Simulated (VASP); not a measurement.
# Se (Im-3m) in VASP: further runs

The runs below take Se through single point, with PBEsol.

Everything below comes from runs of VASP 6.6.1. Logs are shortened: lines on timing, memory, paths and dates and some standing lists are left out, and cuts for length are marked.

## Step 1: The cell of the first run

The structure is cubic, space group Im-3m (No. 229). The conventional cell has a = 2.808 Å, b = 2.808 Å, c = 2.808 Å, α = 90.00°, β = 90.00°, γ = 90.00°. Within 3.2 Å of Se (site symmetry m-3m) lie 14 Se at 2.43 to 2.81 Å.

## Step 2: Single point, PBEsol

The input, INCAR:

```
SYSTEM = Se
PREC = Accurate
ENCUT = 500
EDIFF = 1E-6
ISMEAR = 1
SIGMA = 0.05
LREAL = .False.
LASPH = .True.
NELM = 120
ALGO = Normal
ISIF = 2
LWAVE = .False.
LCHARG = .False.
GGA = PS
NBANDS = 9
GGA_COMPAT = .False.
```

The input, KPOINTS:

```
regular mesh
0
Gamma
  10 10 10
  0 0 0
```

The input, POSCAR:

```
Se
1.0
   -1.4038000000      1.4038000000      1.4038000000
    1.4038000000     -1.4038000000      1.4038000000
    1.4038000000      1.4038000000     -1.4038000000
Se
1
Direct
    0.0000000000      0.0000000000      0.0000000000
```

Potentials or basis: VASP PAW PBE potentials, release 64 (Se).

Launch:

```console
cat potpaw_PBE.64/Se/POTCAR > POTCAR
mpirun -np 1 vasp_std > vasp.out
```

OUTCAR:

```text
SYSTEM = Se
   PREC = Accurate
   ENCUT = 500
   EDIFF = 1E-6
   ISMEAR = 1
   LREAL = .False.
   LASPH = .True.
   NELM = 120
   ISIF = 2
   GGA = PS

 ion  position               nearest neighbor table
   1  0.000  0.000  0.000-

  LATTYP: Found a body centered cubic cell.
 ALAT       =     2.8076000000

  Lattice vectors:

 A1 = (  -1.4038000000,   1.4038000000,   1.4038000000)
 A2 = (   1.4038000000,  -1.4038000000,   1.4038000000)
 A3 = (   1.4038000000,   1.4038000000,  -1.4038000000)

Analysis of symmetry for initial positions (statically):
=====================================================================
 Subroutine PRICEL returns:
 Original cell was already a primitive cell.

 Routine SETGRP: Setting up the symmetry group for a
 body centered cubic supercell.

 Subroutine GETGRP returns: Found 48 space group operations
 (whereof 48 operations were pure point group operations)
 out of a pool of 48 trial point group operations.

The static configuration has the point symmetry O_h .

Analysis of symmetry for dynamics (positions and initial velocities):
=====================================================================
 Subroutine PRICEL returns:
 Original cell was already a primitive cell.

 Routine SETGRP: Setting up the symmetry group for a
 body centered cubic supercell.

 Subroutine GETGRP returns: Found 48 space group operations
 (whereof 48 operations were pure point group operations)
 out of a pool of 48 trial point group operations.

The dynamic configuration has the point symmetry O_h .

 Subroutine INISYM returns: Found 48 space group operations
 (whereof 48 operations are pure point group operations),
 and found     1 'primitive' translations

----------------------------------------------------------------------------------------

                                     Primitive cell

  volume of cell :      11.0656

  direct lattice vectors                    reciprocal lattice vectors
    -1.403800000  1.403800000  1.403800000     0.000000000  0.356176093  0.356176093
     1.403800000 -1.403800000  1.403800000     0.356176093  0.000000000  0.356176093
     1.403800000  1.403800000 -1.403800000     0.356176093  0.356176093  0.000000000

  length of vectors
     2.431452924  2.431452924  2.431452924     0.503709062  0.503709062  0.503709062

  position of ions in fractional coordinates (direct lattice)
     0.000000000  0.000000000  0.000000000

  ion indices of the primitive-cell ions
   primitive index   ion index
                 1           1

----------------------------------------------------------------------------------------

 KPOINTS: regular mesh

Automatic generation of k-mesh.
 Grid dimensions read from file:
 generate k-points for:   10   10   10

 Generating k-lattice:

  Cartesian coordinates                     Fractional coordinates (reciprocal lattice)
     0.000000000  0.035617609  0.035617609     0.100000000  0.000000000  0.000000000
     0.035617609  0.000000000  0.035617609     0.000000000  0.100000000  0.000000000
     0.035617609  0.035617609  0.000000000     0.000000000  0.000000000  0.100000000

  Length of vectors
     0.050370906  0.050370906  0.050370906

  Shift w.r.t. Gamma in fractional coordinates (k-lattice)
     0.000000000  0.000000000  0.000000000

 Subroutine IBZKPT returns following result:
 ===========================================

 Found     47 irreducible k-points:

 Following reciprocal coordinates:
            Coordinates               Weight
  0.000000  0.000000  0.000000      1.000000
  0.100000  0.000000  0.000000     12.000000
  0.200000  0.000000  0.000000     12.000000
  0.300000  0.000000  0.000000     12.000000
  0.400000  0.000000  0.000000     12.000000
  0.500000  0.000000  0.000000      6.000000
[... 16 lines left out ...]
  0.300000  0.300000  0.100000      8.000000
 -0.300000  0.300000  0.100000     24.000000
 [... further k-points ...]
   k-points           NKPTS =     47   k-points in BZ     NKDIM =     47   number of bands    NBANDS=      9
   number of dos      NEDOS =    301   number of ions     NIONS =      1
   total plane-waves  NPLWV =   5832
   dimension x,y,z NGX =    18 NGY =   18 NGZ =   18
   dimension x,y,z NGXF=    36 NGYF=   36 NGZF=   36
   ions per type =               1
   NGX,Y,Z   is equivalent  to a cutoff of  12.31, 12.31, 12.31 a.u.
   NGXF,Y,Z  is equivalent  to a cutoff of  24.61, 24.61, 24.61 a.u.
 SYSTEM =  Se
   PREC   = accura    normal or accurate (medium, high low for compatibility)
   ISTART =      0    job   : 0-new  1-cont  2-samecut
   ICHARG =      2    charge: 1-file 2-atom 10-const
   ISPIN  =      1    spin polarized calculation?
   LNONCOLLINEAR =      F non collinear calculations
   LSORBIT =      F    spin-orbit coupling
   LASPH  =      T    aspherical Exc in radial PAW
   ENCUT  =  500.0 eV  36.75 Ry    6.06 a.u.   4.43  4.43  4.43*2*pi/ulx,y,z
   NELM   =    120;   NELMIN=  2; NELMDL= -5     # of ELM steps
   EDIFF  = 0.1E-05   stopping-criterion for ELM
   LREAL  =      F    real-space projection
   EDIFFG = 0.1E-04   stopping-criterion for IOM
   NSW    =      0    number of steps for IOM
   IBRION =     -1    ionic relax: 0-MD 1-quasi-New 2-CG
   NFREE  =      0    steps in history (QN), initial steepest desc. (CG)
   ISIF   =      2    stress and relaxation
   ISYM   =      2    0-nonsym 1-usesym 2-fastsym
   POTIM  = 0.5000    time-step for ionic-motion
   TEBEG  =    0.0;   TEEND  =   0.0 temperature during run
   PSTRESS=    0.0 pullay stress
   NELECT =       6.0000    total number of electrons
   NUPDOWN=      -1.0000    fix difference up-down
   EMIN   =  10.00;   EMAX   =-10.00  energy-range for DOS
   EFERMI =   0.00;   METHOD = LEGACY
   ISMEAR =     1;   SIGMA  =   0.05  broadening in eV -4-tet -1-fermi 0-gaus
   EFERMI_NEDOS =   21; number of points for ismear=-14 and -15
   IALGO  =     38    algorithm
   IMIX   =      4    mixing-type and parameters
     AMIX     =   0.40;   BMIX     =  1.00
     AMIX_MAG =   1.60;   BMIX_MAG =  1.00
  volume/ion in A,a.u.               =      11.07        74.67
  Fermi-wavevector in a.u.,A,eV,Ry     =   1.334955  2.522699 24.247014  1.782105
  Thomas-Fermi vector in A             =   2.463697
   LORBIT       =      0    0 simple, 1 ext, 2 COOP (PROOUT), +10 PAW based schemes
   GGA     = PS    functional components
   LHFCALC =     F    Hartree Fock is set to
   AEXX    =    0.0000 exact exchange contribution
   IVDW    =     0    specifies the selected vdW correction
   LEPSILON=     F    determine dielectric tensor
   LRPA    =     F    only Hartree local field effects (RPA)
 non-spin polarized calculation
 Methfessel and Paxton  Order N= 1 SIGMA  =   0.05
  energy-cutoff  :      500.00
  volume of cell :       11.07
 maximum number of plane-waves:       321
 NGX is ok and might be reduce to    18
   NGX =  9   NGY =  9   NGZ =  9

 number of electron       6.0000001 magnetization

 Free energy of the ion-electron system (eV)
  ---------------------------------------------------
  ext. energy  EPLUGINS =         0.00000000
  ---------------------------------------------------
  free energy    TOTEN  =        -0.86002225 eV

  energy without entropy =       -0.85963984  energy(sigma->0) =       -0.85989478

 E-fermi :  15.4347     XC(G=0): -13.6298

 val. band max:       15.2346206871   @ k =   0.5000   0.5000   0.2000
 cond. band min:      15.4433354017   @ k =   0.5000   0.5000   0.5000
 fundamental gap:      0.2087147146
 Fermi energy:        15.4346523018

 k-point     1 :       0.0000    0.0000    0.0000
  band No.  band energies     occupation
      1      -8.8090      2.00000
      2      22.8551      0.00000
      3      22.8551      0.00000
      4      22.8551      0.00000
      5      29.3133      0.00000
      6      29.3133      0.00000
      7      29.3133      0.00000
      8      33.0686      0.00000
      9      33.0686      0.00000

 k-point     2 :       0.1000    0.0000    0.0000
  band No.  band energies     occupation
      1      -8.4296      2.00000
      2      20.1293      0.00000
      3      21.4263      0.00000
      4      22.4619      0.00000
      5      27.6783      0.00000
      6      28.2304      0.00000
      7      31.3706      0.00000
      8      31.5724      0.00000
      9      31.5913      0.00000

 k-point     3 :       0.2000    0.0000    0.0000
  band No.  band energies     occupation
      1      -7.2927      2.00000
      2      14.9960      2.00000
      3      19.1678      0.00000
      4      21.4587      0.00000
      5      25.5030      0.00000
      6      26.0959      0.00000
      7      31.5301      0.00000
      8      32.8696      0.00000
      9      35.5189      0.00000

 k-point     4 :       0.3000    0.0000    0.0000
  band No.  band energies     occupation
      1      -5.4064      2.00000
      2       9.7744      2.00000
      3      17.3248      0.00000
      4      20.3398      0.00000
      5      23.8574      0.00000
      6      24.5440      0.00000
      7      32.8213      0.00000
      8      34.7133      0.00000
      9      40.5265      0.00000
[... 205 lines left out ...]
 k-point    22 :      -0.2000    0.2000    0.1000
  band No.  band energies     occupation
      1      -6.9144      2.00000
      2      15.2175      2.00000
      3      17.7308      0.00000
      4      19.5824      0.00000
      5      25.0882      0.00000
      6      27.6010      0.00000
      7      29.5322      0.00000
      8      33.9897      0.00000
      9      36.6087      0.00000

 k-point    23 :       0.3000    0.3000    0.1000
  band No.  band energies     occupation
      1       1.8846      2.00000
      2       5.4356      2.00000
      3       5.4356      2.00000
      4      12.2061      2.00000
      5      32.3658      0.00000
      6      35.5556      0.00000
      7      35.5556      0.00000
      8      40.8339      0.00000
      9      40.8339      0.00000

 k-point    24 :      -0.3000    0.3000    0.1000
  band No.  band energies     occupation
      1      -5.0304      2.00000
      2      10.0927      2.00000
      3      15.9076     -0.00000
      4      18.6467      0.00000
      5      24.9738      0.00000
      6      25.9411      0.00000
      7      29.2586      0.00000
      8      39.0768      0.00000
      9      39.1408      0.00000

 [... further k-points ...]

------------------------ aborting loop because EDIFF is reached ----------------------------------------

  FORCE on cell =-STRESS in cart. coord.  units (eV):
  Direction    XX          YY          ZZ          XY          YZ          ZX
  --------------------------------------------------------------------------------------
  -------------------------------------------------------------------------------------
  Total       11.2195948     11.2195948     11.2195948      0.0000000      0.0000000      0.0000000
  in kB     1624.4713215   1624.4713215   1624.4713215      0.0000000      0.0000000      0.0000000
  external PRESSURE =    1624.4713215 kB  Pullay stress =       0.0000000 kB

 VOLUME and BASIS-vectors are now :
 -----------------------------------------------------------------------------
  energy-cutoff  :      500.00
  volume of cell :       11.07
      direct lattice vectors                 reciprocal lattice vectors
    -1.403800000  1.403800000  1.403800000     0.000000000  0.356176093  0.356176093
     1.403800000 -1.403800000  1.403800000     0.356176093  0.000000000  0.356176093
     1.403800000  1.403800000 -1.403800000     0.356176093  0.356176093  0.000000000

 POSITION                                       TOTAL-FORCE (eV/Angst)
 -----------------------------------------------------------------------------------
      0.00000      0.00000      0.00000         0.000000      0.000000     -0.000000
 -----------------------------------------------------------------------------------
    total drift:                                0.000000     -0.000000      0.000000

  FREE ENERGIE OF THE ION-ELECTRON SYSTEM (eV)
  ---------------------------------------------------
  free  energy   TOTEN  =        -0.8600222496 eV

  energy  without entropy=       -0.8596398450  energy(sigma->0) =       -0.85989478
```

It took 8.4 s on 1 thread of Intel Xeon 8259CL, shared host; peak memory 0.12 GiB.

Results:

```
Free energy            : -0.8600 eV
Pressure               : 162.4 GPa
Band gap on the k mesh : zero (band 3 reaches 22.86 eV, above the bottom of band 4 at 8.80 eV)
```

Caveat: the PAW data sets were made with another functional, which shifts forces and pressure a little.

## Step 3: Single point, PBEsol

This run uses another cell than the first one, of 11.12 Å³/atom, 1.005 times its volume.

The input, INCAR:

```
ALGO = Normal
EDIFF = 1E-6
ENCUT = 500
GGA = PS
GGA_COMPAT = False
ISIF = 2
ISMEAR = 1
LASPH = True
LCHARG = False
LREAL = False
LWAVE = False
NBANDS = 9
NELM = 120
PREC = Accurate
SIGMA = 0.05
```

The input, KPOINTS:

```
k-points
0
Gamma
  10 10 10
```

The input, POSCAR:

```
Se
1.0
   -1.4061357780      1.4061357780      1.4061357780
    1.4061357780     -1.4061357780      1.4061357780
    1.4061357780      1.4061357780     -1.4061357780
Se
1
Direct
    0.0000000000      0.0000000000      0.0000000000
```

Potentials or basis: VASP PAW PBE potentials, release 64 (Se).

Launch:

```console
cat potpaw_PBE.64/Se/POTCAR > POTCAR
mpirun -np 1 vasp_std > vasp.out
```

OUTCAR:

```text
EDIFF = 1E-6
   ENCUT = 500
   GGA = PS
   ISIF = 2
   ISMEAR = 1
   LASPH = True
   LREAL = False
   NELM = 120
   PREC = Accurate

 ion  position               nearest neighbor table
   1  0.000  0.000  0.000-

  LATTYP: Found a body centered cubic cell.
 ALAT       =     2.8122715560

  Lattice vectors:

 A1 = (  -1.4061357780,   1.4061357780,   1.4061357780)
 A2 = (   1.4061357780,  -1.4061357780,   1.4061357780)
[... 467 lines left out ...]
      8      38.9165      0.00000
      9      38.9765      0.00000

 [... further k-points ...]

------------------------ aborting loop because EDIFF is reached ----------------------------------------

  FORCE on cell =-STRESS in cart. coord.  units (eV):
  Direction    XX          YY          ZZ          XY          YZ          ZX
  --------------------------------------------------------------------------------------
  -------------------------------------------------------------------------------------
  Total       11.0787286     11.0787286     11.0787286     -0.0000000     -0.0000000     -0.0000000
  in kB     1596.0950044   1596.0950044   1596.0950044     -0.0000000     -0.0000000     -0.0000000
  external PRESSURE =    1596.0950044 kB  Pullay stress =       0.0000000 kB

 VOLUME and BASIS-vectors are now :
 -----------------------------------------------------------------------------
  energy-cutoff  :      500.00
  volume of cell :       11.12
      direct lattice vectors                 reciprocal lattice vectors
    -1.406135778  1.406135778  1.406135778     0.000000000  0.355584438  0.355584438
     1.406135778 -1.406135778  1.406135778     0.355584438  0.000000000  0.355584438
     1.406135778  1.406135778 -1.406135778     0.355584438  0.355584438  0.000000000

 POSITION                                       TOTAL-FORCE (eV/Angst)
 -----------------------------------------------------------------------------------
      0.00000      0.00000      0.00000         0.000000      0.000000     -0.000000
 -----------------------------------------------------------------------------------
    total drift:                                0.000000      0.000000      0.000000

  FREE ENERGIE OF THE ION-ELECTRON SYSTEM (eV)
  ---------------------------------------------------
  free  energy   TOTEN  =        -0.9156489192 eV

  energy  without entropy=       -0.9153869659  energy(sigma->0) =       -0.91556160
```

stdout:

```text
POSCAR found type information on POSCAR Se
 POSCAR found :  1 types and       1 ions
 scaLAPACK will be used
 -----------------------------------------------------------------------------
|                                                                             |
|                                                                             |
|     You enforced a specific xc type in the INCAR file but a different       |
|     I HOPE YOU KNOW WHAT YOU ARE DOING!                                     |
|                                                                             |
 -----------------------------------------------------------------------------

 LDA part: xc-table for (Slater+PW92), standard interpolation
 POSCAR, INCAR and KPOINTS ok, starting setup
 FFT: planning ... GRIDC
 FFT: planning ... GRID_SOFT
 FFT: planning ... GRID
 WAVECAR not read
 entering main loop
```

It took 9.3 s on 1 thread of Intel Xeon 8259CL, shared host; peak memory 0.12 GiB.

Results:

* Free energy: -0.9156 eV
* Pressure: 159.6 GPa
* Band gap on the k mesh: zero (band 3 reaches 22.70 eV, above the bottom of band 4 at 8.73 eV)

Caveat: the PAW data sets were made with another functional, which shifts forces and pressure a little.

## Step 4: Single point, PBEsol

This run uses another cell than the first one, of 11.01 Å³/atom, 0.995 times its volume.

The input, INCAR:

```
SYSTEM = Se
ALGO = Normal
EDIFF = 1E-6
ENCUT = 500
GGA = PS
GGA_COMPAT = .False.
ISIF = 2
ISMEAR = 1
LASPH = .True.
LCHARG = .False.
LREAL = .False.
LWAVE = .False.
NBANDS = 9
NELM = 120
PREC = Accurate
SIGMA = 0.05
```

The input, KPOINTS:

```
k-points
0
Gamma
  10 10 10
  0 0 0
```

The input, POSCAR:

```
Se
1.0
   -1.4014564230      1.4014564230      1.4014564230
    1.4014564230     -1.4014564230      1.4014564230
    1.4014564230      1.4014564230     -1.4014564230
Se
1
Direct
    0.0000000000      0.0000000000      0.0000000000
```

Launch:

```console
cat potpaw_PBE.64/Se/POTCAR > POTCAR
mpirun -np 1 vasp_std > vasp.out
```

It took 9.2 s on 1 thread of Intel Xeon 8259CL, shared host; peak memory 0.12 GiB.

The run converged. Its results:

```
Free energy            : -0.8034 eV
Pressure               : 165.2 GPa
Band gap on the k mesh : zero (band 3 reaches 23.01 eV, above the bottom of band 4 at 8.87 eV)
```

Levels at points of the mesh, in eV from the Fermi level:
```csv
k point,band 1,band 2,band 3,band 4,band 5,band 6
"(0.00, 0.00, 0.00)",-24.33,7.48,7.48,7.48,13.90,13.90
"(0.50, 0.00, 0.00)",-15.84,-13.58,0.35,3.83,7.08,7.90
"(0.50, 0.50, 0.50)",-7.98,-6.66,-6.66,-6.66,-0.03,-0.03
```

Caveat: the PAW data sets were made with another functional, which shifts forces and pressure a little.

## Step 5: Summary

```tsv
cell	gap on the mesh (eV)	pressure (GPa)
a = 2.431 Å, angles 109.5°, 1 atom	none	162.4
a = 2.435 Å, angles 109.5°, 1 atom	none	159.6
a = 2.427 Å, angles 109.5°, 1 atom	none	165.2
```

Alike in all rows: task single point; level PBEsol; potentials or basis VASP PAW PBE potentials, release 64 (Se); no spin polarisation; k mesh 10 × 10 × 10; cutoff (eV) 500; smearing methfessel-paxton 0.05 eV.

Caveats: the PAW data sets were made with another functional, which shifts forces and pressure a little.

Absolute energies hang on the potentials; compare differences alone.
